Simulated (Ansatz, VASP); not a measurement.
# Two plane-wave programs on BAs

INCAR

```
  ALGO = Normal
  EDIFF = 1E-6
  EDIFFG = -0.01
  ENCUT = 600
  GGA = VW
  IBRION = 2
  ISIF = 3
  ISMEAR = -1
  LASPH = T
  LCHARG = F
  LREAL = F
  LWAVE = F
  NELM = 60
  NSW = 60
  PREC = Accurate
  SIGMA = 0.05
```

The input KPOINTS:

```
k-points
0
Gamma
  10 10 10
```

Contents of POSCAR:

```
BAs
1.0
    0.0000000000      2.3885000000      2.3885000000
    2.3885000000      0.0000000000      2.3885000000
    2.3885000000      2.3885000000      0.0000000000
As B
1 1
Direct
    0.7500000000      0.7500000000      0.7500000000
    0.0000000000      0.0000000000      0.0000000000
```

Contents of input.yaml:

```yaml
crystal:
  lattice:
    - [0.0, 2.3885, 2.3885]
    - [2.3885, 0.0, 2.3885]
    - [2.3885, 2.3885, 0.0]
  atoms:
    - { symbol: As, position: [0.75, 0.75, 0.75] }
    - { symbol: B, position: [0.0, 0.0, 0.0] }
hamiltonian:
  xc: { exchange: slater, correlation: vwn5 }
  pseudopotentials: { kind: paw }
kpoints:
  mp_grid: { grid: [10, 10, 10] }
scf:
  occupations: { method: fermi_dirac, width: 0.05 }
output:
  forces: true
  stress: true
relax:
  f_tol: 0.01
  max_steps: 40
  cell: { stress_tol: 0.05 }
```

Alike in both runs: task relaxation of cell and atoms; functional SVWN5; k mesh 10 × 10 × 10; occupations fermi-dirac, width 0.05 eV; no spin polarisation.

|  | VASP | Ansatz |
| --- | --- | --- |
| version | VASP 6.6.1 | Ansatz 0.2.0 |
| potentials or method | VASP PAW PBE potentials, release 64 (As, B) | Ansatz PAW |
| plane-wave cutoff (eV) | 600 | 420 |
| valence electrons in the cell | 8 | 18 |

|  | VASP | Ansatz | Ansatz less VASP |
| --- | --- | --- | --- |
| relaxed volume (Å³/atom) | 13.34 | 13.24 | -0.106 |
| relaxed cell length with the largest relative difference (Å) | 3.354 | 3.345 | -0.0089 |

VASP's potentials were made for PBE, not for SVWN5. VASP's potentials hold 8 valence electrons a cell and Ansatz's 18, so a difference there can come from the potentials and not from the codes.

Noted on Ansatz's run: the plane-wave basis is chosen anew once the cell has moved, so the energies of steps on either side of that aren't comparable.
